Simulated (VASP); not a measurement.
# NaF (R-3m) in VASP: single point with HSE06

Aim: the single point of NaF with HSE06.

Everything below comes from runs of VASP 6.6.1. Logs are shortened: lines on timing, memory, paths and dates and some standing lists are left out, and cuts for length are marked.

### 1 The cell of the first run

It takes space group R-3m (No. 166, trigonal). The conventional cell has a = 3.951 Å, b = 3.951 Å, c = 5.114 Å, α = 90.00°, β = 90.00°, γ = 120.00°. Within 3.2 Å of Na (site symmetry -3m) lie 8 F at 2.43 to 2.56 Å and 6 Na at 2.85 Å. Within 3.2 Å of F (site symmetry -3m) lie 8 Na at 2.43 to 2.56 Å and 6 F at 2.85 Å.

### 2 Single point, HSE06 (strain along [111] +5.7%)

The input, POSCAR:

```
NaF
1.0
    2.8464683215      0.0529831030      0.0529831030
    0.0529831030      2.8464683215      0.0529831030
    0.0529831030      0.0529831030      2.8464683215
Na F
1 1
Direct
    0.0000000000      0.0000000000      0.0000000000
    0.5000000000      0.5000000000      0.5000000000
```

The input, INCAR.step1:

```
SYSTEM = NaF
ALGO = Normal ; EDIFF = 1E-5
ENCUT = 520 ; GGA = PE
ISIF = 2 ; ISMEAR = 0
LASPH = .True. ; LREAL = .False.
LWAVE = .True. ; NBANDS = 14
NELM = 100 ; PREC = Accurate
SIGMA = 0.01
```

The input, INCAR.step2:

```
SYSTEM = NaF
ALGO = Normal ; EDIFF = 1E-6
ENCUT = 520 ; GGA = PE
HFSCREEN = 0.2079 ; ISIF = 2
ISMEAR = 0 ; ISTART = 1
LASPH = .True. ; LCHARG = .True.
LELF = .True. ; LHFCALC = .True.
LREAL = .False. ; LVHAR = .True.
LWAVE = .False. ; NBANDS = 14
NELM = 100 ; PREC = Accurate
PRECFOCK = Normal ; SIGMA = 0.01
```

The input, KPOINTS:

```
k-points
0
Gamma
  6 6 6
  0 0 0
```

Potentials or basis: VASP PAW PBE potentials, release 64 (Na_pv, F).

On the command line:

```console
$ cat potpaw_PBE.64/Na_pv/POTCAR potpaw_PBE.64/F/POTCAR > POTCAR
$ cp INCAR.step1 INCAR
$ mpirun -np 1 vasp_std > vasp.out
$ cp INCAR.step2 INCAR
$ mpirun -np 1 vasp_std > vasp.out
```

OUTCAR:

```text
SYSTEM = NaF
   EDIFF = 1E-6
   ENCUT = 520
   GGA = PE
   HFSCREEN = 0.2079
   ISIF = 2
   ISMEAR = 0
   ISTART = 1
   LASPH = .True.
   LHFCALC = .True.
   LREAL = .False.
   NELM = 100
   PREC = Accurate
   PRECFOCK = Normal

 ion  position               nearest neighbor table
   1  0.000  0.000  0.000-
   2  0.500  0.500  0.500-

  LATTYP: Found a trigonal (rhomboedric) cell.
 ALAT       =     2.8474543585
 COS(alpha) =     0.0375477054

  Lattice vectors:

 A1 = (   2.8464683215,   0.0529831030,   0.0529831030)
 A2 = (   0.0529831030,   2.8464683215,   0.0529831030)
 A3 = (   0.0529831030,   0.0529831030,   2.8464683215)

Analysis of symmetry for initial positions (statically):
=====================================================================
 Subroutine PRICEL returns:
 Original cell was already a primitive cell.

 Routine SETGRP: Setting up the symmetry group for a
 trigonal (rhombohedral) supercell.

 Subroutine GETGRP returns: Found 12 space group operations
 (whereof 12 operations were pure point group operations)
 out of a pool of 12 trial point group operations.

The static configuration has the point symmetry D_3d.

Analysis of symmetry for dynamics (positions and initial velocities):
=====================================================================
 Subroutine PRICEL returns:
 Original cell was already a primitive cell.

 Routine SETGRP: Setting up the symmetry group for a
 trigonal (rhombohedral) supercell.

 Subroutine GETGRP returns: Found 12 space group operations
 (whereof 12 operations were pure point group operations)
 out of a pool of 12 trial point group operations.

The dynamic configuration has the point symmetry D_3d.

 Subroutine INISYM returns: Found 12 space group operations
 (whereof 12 operations are pure point group operations),
 and found     1 'primitive' translations

----------------------------------------------------------------------------------------

                                     Primitive cell

  volume of cell :      23.0395

  direct lattice vectors                    reciprocal lattice vectors
     2.846468322  0.052983103  0.052983103     0.351551685 -0.006424077 -0.006424077
     0.052983103  2.846468322  0.052983103    -0.006424077  0.351551685 -0.006424077
     0.052983103  0.052983103  2.846468322    -0.006424077 -0.006424077  0.351551685

  length of vectors
     2.847454358  2.847454358  2.847454358     0.351669056  0.351669056  0.351669056

  position of ions in fractional coordinates (direct lattice)
[... 94 lines left out ...]
   ISMEAR =     0;   SIGMA  =   0.01  broadening in eV -4-tet -1-fermi 0-gaus
   EFERMI_NEDOS =   21; number of points for ismear=-14 and -15
   IALGO  =     38    algorithm
   IMIX   =      1    mixing-type and parameters
     AMIX     =   0.40;   BMIX     =  1.00
     AMIX_MAG =   1.60;   BMIX_MAG =  1.00
  volume/ion in A,a.u.               =      11.52        77.74
  Fermi-wavevector in a.u.,A,eV,Ry     =   1.386628  2.620346 26.160412  1.922736
  Thomas-Fermi vector in A             =   2.510925
   LORBIT       =      0    0 simple, 1 ext, 2 COOP (PROOUT), +10 PAW based schemes
   GGA     = PE    functional components
   LHFCALC =     T    Hartree Fock is set to
   PRECFOCK=normal    Normal, Fast or Accurate (Low or Medium for compatibility)
   ENCUT4O =  -1.0   cutoff for four orbital integrals eV
   NKREDX  =     1    reduce k-point grid by
   NKREDY  =     1    reduce k-point grid by
   NKREDZ  =     1    reduce k-point grid by
   AEXX    =    0.2500 exact exchange contribution
   HFSCREEN=    0.2079 screening length (either q_TF or 0.3 A-1)
   HFSCREENC=   0.2079 screening length for correlation (either q_TF or 0.3 A-1)
   ENCUTFOCK=  -1.0 apply spherical cutoff to Coloumb kernel
   IVDW    =     0    specifies the selected vdW correction
   LEPSILON=     F    determine dielectric tensor
   LRPA    =     F    only Hartree local field effects (RPA)
 non-spin polarized calculation
 Gauss-broadening in eV      SIGMA  =   0.01
  energy-cutoff  :      520.00
  volume of cell :       23.04
 maximum number of plane-waves:       636
 NGX is ok and might be reduce to    24
  NGX = 16; NGY = 16; NGZ = 16

 number of electron      13.9999998 magnetization

 Free energy of the ion-electron system (eV)
  ---------------------------------------------------
  ext. energy  EPLUGINS =         0.00000000
  ---------------------------------------------------
  free energy    TOTEN  =        -9.99352737 eV

  energy without entropy =       -9.99352737  energy(sigma->0) =       -9.99352737

 E-fermi :  -2.5148     XC(G=0):  -7.8930

 val. band max:       -2.5783999814   @ k =   0.5000   0.5000  -0.0000
 cond. band min:       5.3492255758   @ k =   0.0000   0.0000   0.0000
 fundamental gap:      7.9276255572
 Fermi energy:        -2.5148482876

 k-point     1 :       0.0000    0.0000    0.0000
  band No.  band energies     occupation
      1     -24.2026      2.00000
      2     -24.1960      2.00000
      3     -24.1960      2.00000
      4     -23.9076      2.00000
      5      -2.9376      2.00000
      6      -2.9376      2.00000
      7      -2.8292      2.00000
      8       5.3492      0.00000
      9      15.2578      0.00000
     10      15.2578      0.00000
     11      22.7576      0.00000
     12      23.5671      0.00000
     13      23.5671      0.00000
     14      30.0720      0.00000
[... 377 lines left out ...]
      1     -24.4712      2.00000
      2     -24.3356      2.00000
      3     -24.2146      2.00000
      4     -23.3310      2.00000
      5      -4.5047      2.00000
      6      -3.9960      2.00000
      7      -3.0739      2.00000
      8      11.7548      0.00000
      9      13.0872      0.00000
     10      14.9655      0.00000
     11      17.6843      0.00000
     12      20.9001      0.00000
     13      21.6021      0.00000
     14      28.2573      0.00000

 [... further k-points ...]
[... 5 lines left out ...]
  --------------------------------------------------------------------------------------
  -------------------------------------------------------------------------------------
  Total       -0.1504148     -0.1504148     -0.1504148      0.0222483      0.0222483      0.0222483
  in kB      -10.4599175    -10.4599175    -10.4599175      1.5471564      1.5471564      1.5471564
  external PRESSURE =     -10.4599175 kB  Pullay stress =       0.0000000 kB

 VOLUME and BASIS-vectors are now :
 -----------------------------------------------------------------------------
  energy-cutoff  :      520.00
  volume of cell :       23.04
      direct lattice vectors                 reciprocal lattice vectors
     2.846468322  0.052983103  0.052983103     0.351551685 -0.006424077 -0.006424077
     0.052983103  2.846468322  0.052983103    -0.006424077  0.351551685 -0.006424077
     0.052983103  0.052983103  2.846468322    -0.006424077 -0.006424077  0.351551685

 POSITION                                       TOTAL-FORCE (eV/Angst)
 -----------------------------------------------------------------------------------
      0.00000      0.00000      0.00000        -0.000000      0.000000      0.000000
      1.47622      1.47622      1.47622         0.000000     -0.000000      0.000000
 -----------------------------------------------------------------------------------
    total drift:                                0.000001      0.000001      0.000001

  FREE ENERGIE OF THE ION-ELECTRON SYSTEM (eV)
  ---------------------------------------------------
  free  energy   TOTEN  =        -9.9935273654 eV

  energy  without entropy=       -9.9935273654  energy(sigma->0) =       -9.99352737
```

OUTCAR.step1:

```text
SYSTEM = NaF
   EDIFF = 1E-5
   ENCUT = 520
   GGA = PE
   ISIF = 2
   ISMEAR = 0
[... 632 lines left out ...]
      0.00000      0.00000      0.00000         0.000000      0.000000      0.000000
      1.47622      1.47622      1.47622        -0.000000     -0.000000      0.000000
 -----------------------------------------------------------------------------------
    total drift:                                0.000000      0.000000     -0.000000

  FREE ENERGIE OF THE ION-ELECTRON SYSTEM (eV)
  ---------------------------------------------------
  free  energy   TOTEN  =        -8.2518888365 eV

  energy  without entropy=       -8.2518888365  energy(sigma->0) =       -8.25188884
```

Run time: 35 min. Hardware: 1 thread of AMD EPYC 7R13, shared host; peak memory 0.21 GiB.

Results:

```yaml
Free_energy: -9.9935 eV
Pressure: -1.0 GPa
Band_gap_on_the_k_mesh: 7.93 eV, indirect (least direct gap 8.18 eV)
```

Caveat: the cell differs from its parent crystal (strain along [111] +5.7%); the PAW data sets were made with another functional, which shifts forces and pressure a little. A k mesh can miss the band edges.
